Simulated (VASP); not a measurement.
Set up this calculation in VASP 6.6.1, as the native input.

| Quantity | Value |
| --- | --- |
| Task | single point |
| Functional | PBE |
| Potentials or basis | VASP PAW PBE potentials, release 64 (Mg, S) |
| Cutoff | 520 eV |
| k mesh | 8 × 8 × 8 |
| Occupations | gaussian, width 0.02 eV |
| Spin | no spin polarisation |
| Dipole correction | no |
| Further INCAR settings | ALGO = Normal; EDIFF = 1e-06; NBANDS = 11 |

The structure of MgS lies in POSCAR:

```
MgS
1.0
   -0.0179053187      3.0405327654      2.9918314318
    2.9303243956      0.0433184055      2.9306077076
    2.8648793225      2.9138639681      0.1087634786
Mg S
1 1
Direct
    0.0189684867     -0.0211710055      0.0158553112
    0.7310315133      0.7711710055      0.7341446888
```

This cell differs from its parent crystal: atoms moved at random and the cell strained at random.

One way to write it, as run:

INCAR

```
PREC = Accurate
ENCUT = 520
EDIFF = 1E-6
ISMEAR = 0
SIGMA = 0.02
LREAL = False
LASPH = True
NELM = 80
ALGO = Normal
ISIF = 2
LWAVE = False
LCHARG = True
GGA = PE
LELF = True
LVHAR = True
NBANDS = 11
```

KPOINTS

```
regular mesh
0
Gamma
  8 8 8
```

Potentials or basis: VASP PAW PBE potentials, release 64 (Mg, S).

Launch:

```sh
$ cat potpaw_PBE.64/Mg/POTCAR potpaw_PBE.64/S/POTCAR > POTCAR
$ mpirun -np 1 vasp_std > vasp.out
```

Results of the run:

```json
{
  "Pressure": "-2.5 GPa",
  "Largest force": "1.002 eV/Å",
  "Band gap on the k mesh": "2.73 eV, direct"
}
```

Caveat: the cell differs from its parent crystal (atoms moved at random and the cell strained at random); forces of over 1 eV/Å act on the atoms, so gaps and moduli don't describe the material at rest.

Run time: 100 s on 1 thread of Intel(R) Xeon(R) Platinum 8375C CPU @ 2.90GHz (Ice Lake), with other jobs on the host, peak memory 0.29 GiB.
